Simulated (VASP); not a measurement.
# SrO (Fm-3m) in VASP: notebook, part 2 of 2

VASP 6.6.1. The steps go on from the part before.

### 4 Single point, r2SCAN

This run uses another cell than the first one, of 17.17 Å³/atom, 1.031 times its volume.

The input, POSCAR:

```
SrO
1.0
    0.0000000000      2.5798927173      2.5798927173
    2.5798927173      0.0000000000      2.5798927173
    2.5798927173      2.5798927173      0.0000000000
Sr O
1 1
Direct
    0.5000000000      0.5000000000      0.5000000000
    0.0000000000      0.0000000000      0.0000000000
```

The input, INCAR.step1:

```
SYSTEM = SrO
PREC = Accurate
ENCUT = 520
ISMEAR = 0
SIGMA = 0.01
LREAL = .FALSE.
LASPH = .TRUE.
NELM = 80
NBANDS = 15
GGA = PE
ALGO = Normal
EDIFF = 1E-4
LWAVE = .TRUE.
LCHARG = .FALSE.
```

The input, INCAR.step2:

```
SYSTEM = SrO
PREC = Accurate
ENCUT = 520
EDIFF = 1E-7
ISMEAR = 0
SIGMA = 0.01
LREAL = .FALSE.
LASPH = .TRUE.
NELM = 80
ALGO = Normal
ISIF = 2
LWAVE = .FALSE.
LCHARG = .FALSE.
METAGGA = R2SCAN
LMIXTAU = .TRUE.
NBANDS = 15
ISTART = 1
```

The input, KPOINTS:

```
Automatic mesh
0
G
  8 8 8
  0 0 0
```

Potentials or basis: VASP PAW PBE potentials, release 64 (Sr_sv, O).

Launch:

```
> cat potpaw_PBE.64/Sr_sv/POTCAR potpaw_PBE.64/O/POTCAR > POTCAR
> cp INCAR.step1 INCAR
> mpirun -np 1 vasp_std > vasp.out
> cp INCAR.step2 INCAR
> mpirun -np 1 vasp_std > vasp.out
```

OUTCAR:

```text
SYSTEM = SrO
   PREC = Accurate
   ENCUT = 520
   EDIFF = 1E-7
   ISMEAR = 0
   LREAL = .FALSE.
   LASPH = .TRUE.
   NELM = 80
   ISIF = 2
   METAGGA = R2SCAN
   ISTART = 1

 ion  position               nearest neighbor table
   1  0.500  0.500  0.500-   2 2.58   2 2.58   2 2.58   2 2.58   2 2.58   2 2.58
   2  0.000  0.000  0.000-   1 2.58   1 2.58   1 2.58   1 2.58   1 2.58   1 2.58

  LATTYP: Found a face centered cubic cell.
 ALAT       =     5.1597854346

  Lattice vectors:

 A1 = (   0.0000000000,   2.5798927173,   2.5798927173)
 A2 = (   2.5798927173,   0.0000000000,   2.5798927173)
 A3 = (   2.5798927173,   2.5798927173,   0.0000000000)

Analysis of symmetry for initial positions (statically):
=====================================================================
 Subroutine PRICEL returns:
 Original cell was already a primitive cell.

 Routine SETGRP: Setting up the symmetry group for a
 face centered cubic supercell.

 Subroutine GETGRP returns: Found 48 space group operations
 (whereof 48 operations were pure point group operations)
 out of a pool of 48 trial point group operations.

The static configuration has the point symmetry O_h .

Analysis of symmetry for dynamics (positions and initial velocities):
[... 169 lines left out ...]
      2     -14.7214      2.00000
      3     -13.2491      2.00000
      4     -13.2491      2.00000
      5     -13.2491      2.00000
      6       1.2939      2.00000
      7       1.2939      2.00000
      8       1.2939      2.00000
      9       5.8761      0.00000
     10       8.0478      0.00000
     11       8.0478      0.00000
     12       8.0478      0.00000
     13      10.3455      0.00000
     14      10.3455      0.00000
[... 401 lines left out ...]
      2     -15.7525      2.00000
      3     -13.6146      2.00000
      4     -13.4695      2.00000
      5     -12.5714      2.00000
      6      -0.2322      2.00000
      7       0.4468      2.00000
      8       0.5216      2.00000
      9       8.1704      0.00000
     10       8.5433      0.00000
     11      11.2232      0.00000
     12      11.3609      0.00000
     13      13.5539      0.00000
     14      14.8655      0.00000
     15      15.5575      0.00000

 [... further k-points ...]
[... 5 lines left out ...]
  --------------------------------------------------------------------------------------
  -------------------------------------------------------------------------------------
  Total        0.1129411      0.1129411      0.1129411      0.0000000      0.0000000      0.0000000
  in kB        5.2689919      5.2689919      5.2689919      0.0000000      0.0000000      0.0000000
  external PRESSURE =       5.2689919 kB  Pullay stress =       0.0000000 kB

 VOLUME and BASIS-vectors are now :
 -----------------------------------------------------------------------------
  energy-cutoff  :      520.00
  volume of cell :       34.34
      direct lattice vectors                 reciprocal lattice vectors
     0.000000000  2.579892717  2.579892717    -0.193806509  0.193806509  0.193806509
     2.579892717  0.000000000  2.579892717     0.193806509 -0.193806509  0.193806509
     2.579892717  2.579892717  0.000000000     0.193806509  0.193806509 -0.193806509

 POSITION                                       TOTAL-FORCE (eV/Angst)
 -----------------------------------------------------------------------------------
      2.57989      2.57989      2.57989        -0.000000      0.000000     -0.000000
      0.00000      0.00000      0.00000         0.000000     -0.000000      0.000000
 -----------------------------------------------------------------------------------
    total drift:                                0.000000      0.000000      0.000000

  FREE ENERGIE OF THE ION-ELECTRON SYSTEM (eV)
  ---------------------------------------------------
  free  energy   TOTEN  =       -27.0556745289 eV

  energy  without entropy=      -27.0556745289  energy(sigma->0) =      -27.05567453
```

OUTCAR.step1:

```text
SYSTEM = SrO
   PREC = Accurate
   ENCUT = 520
   ISMEAR = 0
   LREAL = .FALSE.
   LASPH = .TRUE.
[... 653 lines left out ...]
      2.57989      2.57989      2.57989         0.000000      0.000000     -0.000000
      0.00000      0.00000      0.00000        -0.000000     -0.000000      0.000000
 -----------------------------------------------------------------------------------
    total drift:                                0.000000      0.000000      0.000000

  FREE ENERGIE OF THE ION-ELECTRON SYSTEM (eV)
  ---------------------------------------------------
  free  energy   TOTEN  =       -12.0479125357 eV

  energy  without entropy=      -12.0479125357  energy(sigma->0) =      -12.04791254
```

OSZICAR.step1:

```text
N       E                     dE             d eps       ncg     rms          rms(c)
DAV:   1     0.622514432191E+02    0.62251E+02   -0.78236E+03   870   0.100E+03
DAV:   2    -0.105587589537E+02   -0.72810E+02   -0.67506E+02  1188   0.218E+02
DAV:   3    -0.142046500277E+02   -0.36459E+01   -0.36304E+01  1302   0.407E+01
DAV:   4    -0.142486270985E+02   -0.43977E-01   -0.43969E-01  1085   0.388E+00
DAV:   5    -0.142490850062E+02   -0.45791E-03   -0.45791E-03  1115   0.288E-01    0.161E+01
DAV:   6    -0.121996225435E+02    0.20495E+01   -0.67022E+00   884   0.194E+01    0.190E+01
DAV:   7    -0.120567426028E+02    0.14288E+00   -0.30188E-01  1010   0.487E+00    0.110E+01
DAV:   8    -0.120459394526E+02    0.10803E-01   -0.11910E-01  1101   0.345E+00    0.420E-01
DAV:   9    -0.120472861607E+02   -0.13467E-02   -0.58791E-03  1106   0.485E-01    0.233E-01
DAV:  10    -0.120477445279E+02   -0.45837E-03   -0.43604E-04   968   0.196E-01    0.868E-02
DAV:  11    -0.120478941208E+02   -0.14959E-03   -0.14932E-04   904   0.901E-02    0.275E-02
DAV:  12    -0.120479125357E+02   -0.18415E-04   -0.26595E-05   701   0.387E-02
   1 F= -.12047913E+02 E0= -.12047913E+02  d E =-.448643E-12
```

Wall time 89 s (1 thread of AMD EPYC 7R43 (Zen 3), shared host); peak memory 0.14 GiB.

Results:

```
Free energy            : -27.0557 eV
Pressure               : 0.5 GPa
Band gap on the k mesh : 3.75 eV, indirect (least direct gap 3.84 eV)
```

Caveat: the PAW data sets were made with another functional, which shifts forces and pressure a little.
